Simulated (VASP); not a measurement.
# Cu8H in VASP: single point with PBE+D3(BJ)

Aim: the single point of Cu8H with PBE+D3(BJ).

Everything below comes from runs of VASP 6.6.1. Logs are shortened: lines on timing, memory, paths and dates and some standing lists are left out, and cuts for length are marked.

## Step 1: The cell of the first run

The cell holds a slab with vacuum, 18 atoms: a = 5.039 Å, b = 5.039 Å, c = 23.432 Å, α = 90.00°, β = 90.00°, γ = 90.00°.

## Step 2: Single point, PBE+D3(BJ)

INCAR reads:

```
SYSTEM = Cu8H
PREC = Accurate ; ENCUT = 520
EDIFF = 1E-6 ; ISMEAR = 0
SIGMA = 0.1 ; LREAL = Auto
LASPH = .True. ; NELM = 60
ALGO = Normal ; ISIF = 2
LWAVE = .False. ; LCHARG = .True.
LDIPOL = .True. ; IDIPOL = 3
DIPOL = 0.5 0.5 0.482 ; GGA = PE
IVDW = 12 ; LELF = .True.
LVHAR = .True. ; LVACPOTAV = .True.
NBANDS = 104
```

KPOINTS reads:

```
regular mesh
0
Gamma
  4 4 1
  0 0 0
```

POSCAR reads:

```
Cu8H
1.0
    5.0393684365      0.0000000000      0.0000000000
    0.0000000000      5.0393684365      0.0000000000
    0.0000000000      0.0000000000     23.4320573916
Cu H
16 2
Direct
    0.2500000000      0.2500000000      0.3414126154
    0.2500000000      0.7500000000      0.3414126154
    0.7500000000      0.2500000000      0.3414126154
    0.7500000000      0.7500000000      0.3414126154
    0.5000000000      0.5000000000      0.4174488665
    0.5000000000      0.0000000000      0.4174488665
    0.0000000000      0.5000000000      0.4174488665
    0.0000000000      0.0000000000      0.4174488665
    0.7502198691      0.7501125527      0.4950438508
    0.7501824286      0.2496974294      0.4950342491
    0.2497822773      0.7501116402      0.4950437017
    0.2498173142      0.2496934348      0.4950355258
    0.0000046474     -0.0004583874      0.5706928377
    0.0000100974      0.4995035350      0.5702196962
    0.4999760377      0.0001143601      0.5702074187
    0.4999877185      0.5002200115      0.5701804946
   -0.0018742276      0.0389962311      0.7022226828
   -0.0062328788      0.0989009016      0.6725059456
```

Potentials or basis: VASP PAW PBE potentials, release 64 (Cu, H).

The run is started by

```bash
cat potpaw_PBE.64/Cu/POTCAR potpaw_PBE.64/H/POTCAR > POTCAR
mpirun -np 1 vasp_std > vasp.out
```

OUTCAR:

```text
SYSTEM = Cu8H
   PREC = Accurate
   ENCUT = 520
   EDIFF = 1E-6
   ISMEAR = 0
   LREAL = Auto
   LASPH = .True.
   NELM = 60
   ISIF = 2
   GGA = PE
   IVDW = 12
 IVDW          = 12

 ion  position               nearest neighbor table
   1  0.250  0.250  0.341-   2 2.52   3 2.52   2 2.52   3 2.52   7 2.52   8 2.52   5 2.52   6 2.52

   2  0.250  0.750  0.341-   1 2.52   4 2.52   1 2.52   4 2.52   7 2.52   8 2.52   5 2.52   6 2.52

   3  0.750  0.250  0.341-   1 2.52   4 2.52   4 2.52   1 2.52   7 2.52   8 2.52   5 2.52   6 2.52
[... 23 lines left out ...]
  15  0.500  0.000  0.570-  12 2.50  10 2.50  11 2.51   9 2.51  16 2.52  13 2.52  13 2.52  16 2.52

  16  0.500  0.500  0.570-  11 2.51   9 2.51  12 2.51  10 2.51  15 2.52  14 2.52  14 2.52  15 2.52

  17  0.998  0.039  0.702-  18 0.76
  18  0.994  0.099  0.673-  17 0.76

  LATTYP: Found a simple tetragonal cell.
 ALAT       =     5.0393684365
 C/A-ratio  =     4.6498004039

  Lattice vectors:

 A1 = (   5.0393684365,   0.0000000000,   0.0000000000)
 A2 = (   0.0000000000,   5.0393684365,   0.0000000000)
 A3 = (   0.0000000000,   0.0000000000,  23.4320573916)

Analysis of symmetry for initial positions (statically):
=====================================================================
 Subroutine PRICEL returns:
 Original cell was already a primitive cell.

 Routine SETGRP: Setting up the symmetry group for a
 simple tetragonal supercell.

 Subroutine GETGRP returns: Found  1 space group operations
 (whereof  1 operations were pure point group operations)
 out of a pool of 16 trial point group operations.

The static configuration has the point symmetry C_1 .

Analysis of symmetry for dynamics (positions and initial velocities):
=====================================================================
 Subroutine PRICEL returns:
 Original cell was already a primitive cell.

 Routine SETGRP: Setting up the symmetry group for a
 simple tetragonal supercell.

 Subroutine GETGRP returns: Found  1 space group operations
 (whereof  1 operations were pure point group operations)
 out of a pool of 16 trial point group operations.

The dynamic configuration has the point symmetry C_1 .

 Subroutine INISYM returns: Found  1 space group operations
 (whereof  1 operations are pure point group operations),
 and found     1 'primitive' translations

----------------------------------------------------------------------------------------

                                     Primitive cell

  volume of cell :     595.0626

  direct lattice vectors                    reciprocal lattice vectors
     5.039368437  0.000000000  0.000000000     0.198437565  0.000000000  0.000000000
     0.000000000  5.039368437  0.000000000     0.000000000  0.198437565  0.000000000
     0.000000000  0.000000000 23.432057392     0.000000000  0.000000000  0.042676577

  length of vectors
     5.039368437  5.039368437 23.432057392     0.198437565  0.198437565  0.042676577

  position of ions in fractional coordinates (direct lattice)
     0.250000000  0.250000000  0.341412615
     0.250000000  0.750000000  0.341412615
     0.750000000  0.250000000  0.341412615
     0.750000000  0.750000000  0.341412615
     0.500000000  0.500000000  0.417448867
     0.500000000  0.000000000  0.417448867
[... 10 lines left out ...]
     0.998125772  0.038996231  0.702222683
     0.993767121  0.098900902  0.672505946

  ion indices of the primitive-cell ions
   primitive index   ion index
                 1           1
                 2           2
                 3           3
                 4           4
                 5           5
                 6           6
[... 10 lines left out ...]
                17          17
                18          18

----------------------------------------------------------------------------------------

 KPOINTS: regular mesh

Automatic generation of k-mesh.
 Grid dimensions read from file:
 generate k-points for:    4    4    1

 Generating k-lattice:

  Cartesian coordinates                     Fractional coordinates (reciprocal lattice)
     0.049609391  0.000000000  0.000000000     0.250000000  0.000000000  0.000000000
     0.000000000  0.049609391  0.000000000     0.000000000  0.250000000  0.000000000
     0.000000000  0.000000000  0.042676577     0.000000000  0.000000000  1.000000000

  Length of vectors
     0.049609391  0.049609391  0.042676577

  Shift w.r.t. Gamma in fractional coordinates (k-lattice)
     0.000000000  0.000000000  0.000000000

 Subroutine IBZKPT returns following result:
 ===========================================

 Found     10 irreducible k-points:

 Following reciprocal coordinates:
            Coordinates               Weight
  0.000000  0.000000  0.000000      1.000000
  0.250000  0.000000  0.000000      2.000000
  0.000000  0.250000  0.000000      2.000000
  0.500000  0.000000  0.000000      1.000000
  0.000000  0.500000  0.000000      1.000000
  0.250000  0.250000  0.000000      2.000000
 -0.250000  0.250000  0.000000      2.000000
  0.500000  0.250000  0.000000      2.000000
 -0.250000  0.500000  0.000000      2.000000
  0.500000  0.500000  0.000000      1.000000
   k-points           NKPTS =     10   k-points in BZ     NKDIM =     10   number of bands    NBANDS=    104
   number of dos      NEDOS =    301   number of ions     NIONS =     18
   total plane-waves  NPLWV = 288000
   dimension x,y,z NGX =    40 NGY =   40 NGZ =  180
   dimension x,y,z NGXF=    80 NGYF=   80 NGZF=  360
   ions per type =              16   2
   NGX,Y,Z   is equivalent  to a cutoff of  13.20, 13.20, 12.77 a.u.
   NGXF,Y,Z  is equivalent  to a cutoff of  26.39, 26.39, 25.54 a.u.
 SYSTEM =  Cu8H
   PREC   = accura    normal or accurate (medium, high low for compatibility)
   ISTART =      0    job   : 0-new  1-cont  2-samecut
   ICHARG =      2    charge: 1-file 2-atom 10-const
   ISPIN  =      1    spin polarized calculation?
   LNONCOLLINEAR =      F non collinear calculations
   LSORBIT =      F    spin-orbit coupling
   LASPH  =      T    aspherical Exc in radial PAW
   ENCUT  =  520.0 eV  38.22 Ry    6.18 a.u.   9.37  9.37 43.57*2*pi/ulx,y,z
   NELM   =     60;   NELMIN=  2; NELMDL= -5     # of ELM steps
   EDIFF  = 0.1E-05   stopping-criterion for ELM
   LREAL  =      T    real-space projection
   EDIFFG = 0.1E-04   stopping-criterion for IOM
   NSW    =      0    number of steps for IOM
   IBRION =     -1    ionic relax: 0-MD 1-quasi-New 2-CG
   NFREE  =      0    steps in history (QN), initial steepest desc. (CG)
   ISIF   =      2    stress and relaxation
   ISYM   =      2    0-nonsym 1-usesym 2-fastsym
   POTIM  = 0.5000    time-step for ionic-motion
   TEBEG  =    0.0;   TEEND  =   0.0 temperature during run
   PSTRESS=    0.0 pullay stress
   NELECT =     178.0000    total number of electrons
   NUPDOWN=      -1.0000    fix difference up-down
   EMIN   =  10.00;   EMAX   =-10.00  energy-range for DOS
   EFERMI =   0.00;   METHOD = LEGACY
   ISMEAR =     0;   SIGMA  =   0.10  broadening in eV -4-tet -1-fermi 0-gaus
   EFERMI_NEDOS =   21; number of points for ismear=-14 and -15
   IALGO  =     38    algorithm
   IMIX   =      4    mixing-type and parameters
     AMIX     =   0.40;   BMIX     =  1.00
     AMIX_MAG =   1.60;   BMIX_MAG =  1.00
  volume/ion in A,a.u.               =      33.06       223.09
  Fermi-wavevector in a.u.,A,eV,Ry     =   1.094865  2.068995 16.309706  1.198730
  Thomas-Fermi vector in A             =   2.231178
   LORBIT       =      0    0 simple, 1 ext, 2 COOP (PROOUT), +10 PAW based schemes
   GGA     = PE    functional components
   LHFCALC =     F    Hartree Fock is set to
   AEXX    =    0.0000 exact exchange contribution
   IVDW    =    12    specifies the selected vdW correction
   LEPSILON=     F    determine dielectric tensor
   LRPA    =     F    only Hartree local field effects (RPA)
 non-spin polarized calculation
 Gauss-broadening in eV      SIGMA  =   0.10
  energy-cutoff  :      520.00
  volume of cell :      595.06
 maximum number of plane-waves:     16075
 NGX is ok and might be reduce to    40
   NGX = 19   NGY = 19   NGZ = 87

 dipolmoment           0.000000      0.000000      0.007067 electrons x Angstroem

 number of electron     177.9999991 magnetization

 dipolmoment           0.000000      0.000000     -0.031516 electrons x Angstroem

 Free energy of the ion-electron system (eV)
  ---------------------------------------------------
  ext. energy  EPLUGINS =         0.00000000
  ---------------------------------------------------
  free energy    TOTEN  =       -61.48981418 eV

  energy without entropy =      -61.44847465  energy(sigma->0) =      -61.46914441

 E-fermi :  -0.4750     XC(G=0):  -4.9952

 val. band max:       -0.5009820891   @ k =   0.0000   0.0000   0.0000
 cond. band min:      -0.4121773367   @ k =   0.2500   0.0000   0.0000
 fundamental gap:      0.0888047524
 Fermi energy:        -0.4750130038

 k-point     1 :       0.0000    0.0000    0.0000
  band No.  band energies     occupation
      1      -9.4745      2.00000
      2      -7.8200      2.00000
      3      -6.8130      2.00000
      4      -5.7571      2.00000
      5      -5.5612      2.00000
      6      -5.5611      2.00000
[... 1029 lines left out ...]
    100       4.5659      0.00000
    101       4.5684      0.00000
 [bands above 101 left out]

------------------------ aborting loop because EDIFF is reached ----------------------------------------

 Edisp (eV)   -6.79863

 E8    (eV) :    -3.0265

  FORCE on cell =-STRESS in cart. coord.  units (eV):
  Direction    XX          YY          ZZ          XY          YZ          ZX
  --------------------------------------------------------------------------------------
  -------------------------------------------------------------------------------------
  Total      -4.68772    -4.68344    -0.17383     0.00059     0.02770    -0.00138
  in kB     -12.62147   -12.60994    -0.46802     0.00159     0.07457    -0.00373
  external pressure =       -8.57 kB  Pullay stress =        0.00 kB

 VOLUME and BASIS-vectors are now :
 -----------------------------------------------------------------------------
  energy-cutoff  :      520.00
  volume of cell :      595.06
      direct lattice vectors                 reciprocal lattice vectors
     5.039368437  0.000000000  0.000000000     0.198437565  0.000000000  0.000000000
     0.000000000  5.039368437  0.000000000     0.000000000  0.198437565  0.000000000
     0.000000000  0.000000000 23.432057392     0.000000000  0.000000000  0.042676577

 POSITION                                       TOTAL-FORCE (eV/Angst)
 -----------------------------------------------------------------------------------
      1.25984      1.25984      8.00000        -0.008969     -0.009100      0.044911
      1.25984      3.77953      8.00000        -0.008739      0.009026      0.043534
      3.77953      1.25984      8.00000         0.008973     -0.009108      0.044951
      3.77953      3.77953      8.00000         0.008739      0.009031      0.043633
      2.51968      2.51968      9.78169         0.000001     -0.001029     -0.055615
      2.51968      0.00000      9.78169         0.000001     -0.000709     -0.068856
[... 10 lines left out ...]
      5.02992      0.19652     16.45452        -0.001210      0.016639     -0.033713
      5.00796      0.49840     15.75820         0.000935     -0.015682      0.033125
 -----------------------------------------------------------------------------------
    total drift:                               -0.000011      0.000191      0.009926

  FREE ENERGIE OF THE ION-ELECTRON SYSTEM (eV)
  ---------------------------------------------------
  free  energy   TOTEN  =       -68.2884404010 eV

  energy  without entropy=      -68.2471008682  energy(sigma->0) =      -68.26777063

 vacuum level on the upper side and lower side of the slab         3.765         3.990
```

Wall time 51 min (1 thread of Intel Xeon Platinum 8259CL at 2.50GHz (Skylake/Cascade Lake), shared host); peak memory 0.81 GiB.

Results:

```yaml
Free_energy: -68.2884 eV
Largest_force: 0.075 eV/Å
Band_gap_on_the_k_mesh: zero (bands 89 and 90 overlap by 0.93 eV)
Dispersion_energy_per_atom: -0.378 eV
```

Forces on the atoms (eV/Å):
```
Cu  -0.009 -0.009  0.045
Cu  -0.009  0.009  0.044
Cu   0.009 -0.009  0.045
Cu   0.009  0.009  0.044
Cu   0.000 -0.001 -0.056
Cu   0.000 -0.001 -0.069
Cu   0.000 -0.001 -0.068
Cu   0.000 -0.001 -0.075
Cu   0.000  0.000 -0.003
Cu   0.000  0.000 -0.002
Cu   0.000  0.000 -0.003
Cu   0.000  0.000 -0.003
Cu  -0.001  0.002  0.025
Cu   0.000  0.004  0.024
Cu   0.001 -0.003  0.026
Cu   0.001 -0.001  0.026
H   -0.001  0.017 -0.034
H    0.001 -0.016  0.033
```
